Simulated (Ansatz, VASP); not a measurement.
**InSe in VASP and in Ansatz**

```
In Se
1.0
     5.89873   -2.14302   -0.05719
     5.83708    1.96698   -0.11884
    -1.66427   -0.04086    4.34765
In Se
2 2
Cartesian
  10.3661 -0.1558 -0.1339
  -0.2946 -0.0611 4.3055
  6.6772 -0.1424 2.6750
  3.3944 -0.0745 1.4966
```

Change from the starting cell: equal xy, yz and zx shear strains of -3 %.

Alike in both runs: task single point; functional PBE; k mesh 7 × 7 × 6; occupations fermi-dirac, width 0.02 eV; no spin polarisation.

|  | VASP | Ansatz |
| --- | --- | --- |
| version | VASP 6.6.1 | Ansatz 0.2.0 |
| potentials or method | VASP PAW PBE potentials, release 64 (In_d, Se), cutoff 520 eV | all-electron LAPW, scalar-relativistic |

Ansatz gave:

```
gap on the k mesh at the Fermi level (eV)                     : 1.08
pressure (GPa)                                                : 3.4
traceless stress, the component that is largest in VASP (GPa) : 3.92
rms of the force components (eV/Å)                            : 0.511
```

Question: Which values does VASP return?

Answer: gap on the k mesh at the Fermi level (eV): 1.07; pressure (GPa): 3.4; traceless stress, the component that is largest in VASP (GPa): 3.94; rms of the force components (eV/Å): 0.514.

Atom by atom the forces differ by 0.007 eV/Å (rms over components). Ansatz ran all-electron here, and VASP with PAW potentials.
